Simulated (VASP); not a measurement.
Wanted: the native input for a VASP 6.6.1 run.

```
Task                   : single point
Functional             : PBE
Potentials or basis    : VASP PAW PBE potentials, release 64 (Bi_d)
Cutoff                 : 520 eV
k mesh                 : 19 × 19 × 19
Occupations            : fermi-dirac, width 0.0612256 eV
Spin                   : no spin polarisation
Dipole correction      : no
Further INCAR settings : ALGO = Normal; EDIFF = 1e-06; NBANDS = 14
```

The structure of Bi lies in POSCAR:

```
Bi
1.0
    0.0000000000      2.5468928861      2.5468928861
    2.5468928861      0.0000000000      2.5468928861
    2.5468928861      2.5468928861      0.0000000000
Bi
1
Direct
    0.0000000000      0.0000000000      0.0000000000
```

This isn't the form of Bi at room conditions, which is rhombohedral.

One way to write it, as run:

INCAR

```
SYSTEM = Bi
PREC = Accurate ; ENCUT = 520
EDIFF = 1E-6 ; ISMEAR = -1
SIGMA = 0.06122561905347299 ; LREAL = .FALSE.
LASPH = .TRUE. ; NELM = 80
ALGO = Normal ; ISIF = 2
LWAVE = .FALSE. ; LCHARG = .FALSE.
GGA = PE ; NBANDS = 14
```

KPOINTS

```
regular mesh
0
G
  19 19 19
  0 0 0
```

Potentials or basis: VASP PAW PBE potentials, release 64 (Bi_d).

Command:

```console
$ cat potpaw_PBE.64/Bi_d/POTCAR > POTCAR
$ mpirun -np 1 vasp_std > vasp.out
```

It gave:

```json
{
 "Pressure": "-1.9 GPa",
 "Band gap on the k mesh": "zero (an odd number of electrons rules out a gap without spin polarisation)"
}
```

Caveat: spin-orbit coupling is left out, which moves the levels of the heavy elements.

Run time: 110 s on 1 thread of AMD EPYC 7R43 64-Core Processor (Zen 3), with other jobs on the host, peak memory 0.18 GiB.
